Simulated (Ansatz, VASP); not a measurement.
## One calculation of FeS2, two programs

INCAR

```
ALGO = Normal
EDIFF = 1E-6
ENCUT = 600
GGA = CA
GGA_COMPAT = False
ISIF = 2
ISMEAR = 0
LASPH = True
LCHARG = False
LREAL = False
LWAVE = False
NBANDS = 52
NELM = 120
PREC = Accurate
SIGMA = 0.01
```

File KPOINTS:

```
k-points
0
Gamma
  6 6 6
```

File POSCAR:

```
FeS2
1.0
    5.4030117461      0.0000000000      0.0000000000
    0.0000000000      5.4030117461      0.0000000000
    0.0000000000      0.0000000000      5.4030117461
Fe S
4 8
Direct
    0.0000000000      0.5000000000      0.5000000000
    0.5000000000      0.5000000000      0.0000000000
    0.5000000000      0.0000000000      0.5000000000
    0.0000000000      0.0000000000      0.0000000000
    0.3849931412      0.1150068588      0.8849931412
    0.1150068588      0.8849931412      0.3849931412
    0.8849931412      0.3849931412      0.1150068588
    0.6150068588      0.6150068588      0.6150068588
    0.3849931412      0.3849931412      0.3849931412
    0.1150068588      0.6150068588      0.8849931412
    0.8849931412      0.1150068588      0.6150068588
    0.6150068588      0.8849931412      0.1150068588
```

Input for Ansatz:

```yaml
crystal:
  lattice:
    - [5.4030117461, 0.0, 0.0]
    - [0.0, 5.4030117461, 0.0]
    - [0.0, 0.0, 5.4030117461]
  atoms:
    - { symbol: Fe, position: [0.0, 0.5, 0.5] }
    - { symbol: Fe, position: [0.5, 0.5, 0.0] }
    - { symbol: Fe, position: [0.5, 0.0, 0.5] }
    - { symbol: Fe, position: [0.0, 0.0, 0.0] }
    - { symbol: S, position: [0.3849931412, 0.1150068588, 0.8849931412] }
    - { symbol: S, position: [0.1150068588, 0.8849931412, 0.3849931412] }
    - { symbol: S, position: [0.8849931412, 0.3849931412, 0.1150068588] }
    - { symbol: S, position: [0.6150068588, 0.6150068588, 0.6150068588] }
    - { symbol: S, position: [0.3849931412, 0.3849931412, 0.3849931412] }
    - { symbol: S, position: [0.1150068588, 0.6150068588, 0.8849931412] }
    - { symbol: S, position: [0.8849931412, 0.1150068588, 0.6150068588] }
    - { symbol: S, position: [0.6150068588, 0.8849931412, 0.1150068588] }
kpoints:
  mp_grid: { grid: [6, 6, 6] }
  band_path:
    path:
      - [0.0, 0.0, 0.0]
      - [0.0, 0.5, 0.0]
      - [0.5, 0.5, 0.0]
      - [0.5, 0.5, 0.5]
      - [0.5, 0.0, 0.0]
      - [0.0, 0.0, 0.442708]
    npoints: 1
hamiltonian:
  xc: lda
scf:
  occupations: { method: fixed }
  n_extra_bands: 7
output:
  forces: true
  stress: true
  eigenvalues: true
  write_density: true
  write_potential: true
  elf: true
  volumetric_format: npy
```

Alike in both runs: task single point; functional LDA; k mesh 6 × 6 × 6; no spin polarisation.

```csv
,VASP,Ansatz
version,VASP 6.6.1,Ansatz 0.2.0
potentials or method,"VASP PAW LDA potentials, release 64 (Fe, S)","plane waves, PAW"
plane-wave cutoff (eV),600,420
occupations,"gaussian, width 0.01 eV",fixed
valence electrons in the cell,80,112
```

|  | VASP | Ansatz | Ansatz less VASP |
| --- | --- | --- | --- |
| gap on the k mesh at the Fermi level (eV) | 0.58 | 0.56 | -0.019 |
| pressure (GPa) | -10.5 | -10.8 | -0.28 |
| rms of the force components (eV/Å) | 0.201 | 0.243 | +0.0413 |

LDA's correlation is that of Perdew and Zunger in VASP and of Perdew and Wang (1992) in Ansatz. Atom by atom the forces differ by 0.041 eV/Å (rms over components). VASP's potentials hold 80 valence electrons a cell and Ansatz's 112, so a difference there can come from the potentials and not from the codes.
